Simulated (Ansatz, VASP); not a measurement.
## One calculation of Re, two programs

```xyz
2
Lattice="2.6789 0.0000 0.0000 -1.3394 2.3200 0.0000 0.0000 0.0000 4.7671" Properties=species:S:1:pos:R:3 pbc="T T T"
Re    0.0000    1.5466    1.1918
Re    1.3394    0.7733    3.5753
```

Alike in both runs: task single point; functional PBEsol; k mesh 21 × 21 × 12; occupations gaussian, width 0.15 eV; no spin polarisation.

|  | VASP | Ansatz |
| --- | --- | --- |
| version | VASP 6.6.1 | Ansatz 0.2.0 |
| potentials or method | VASP PAW PBE potentials, release 64 (Re), cutoff 520 eV | scalar-relativistic, plane waves, PAW |
| valence electrons in the cell | 14 | 30 |

|  | VASP | Ansatz | Ansatz less VASP |
| --- | --- | --- | --- |
| gap on the k mesh at the Fermi level (eV) | none | none | - |
| pressure (GPa) | -3.0 | -2.8 | +0.16 |
| traceless stress, the component that is largest in VASP (GPa) | -30.30 | -30.50 | -0.199 |

VASP's potentials were made for PBE, not for PBEsol. A gap of «none» marks a metal or a gap that the smearing closes. VASP's potentials hold 14 valence electrons a cell and Ansatz's 30, so a difference there can come from the potentials and not from the codes.

Spin-orbit coupling is off throughout.
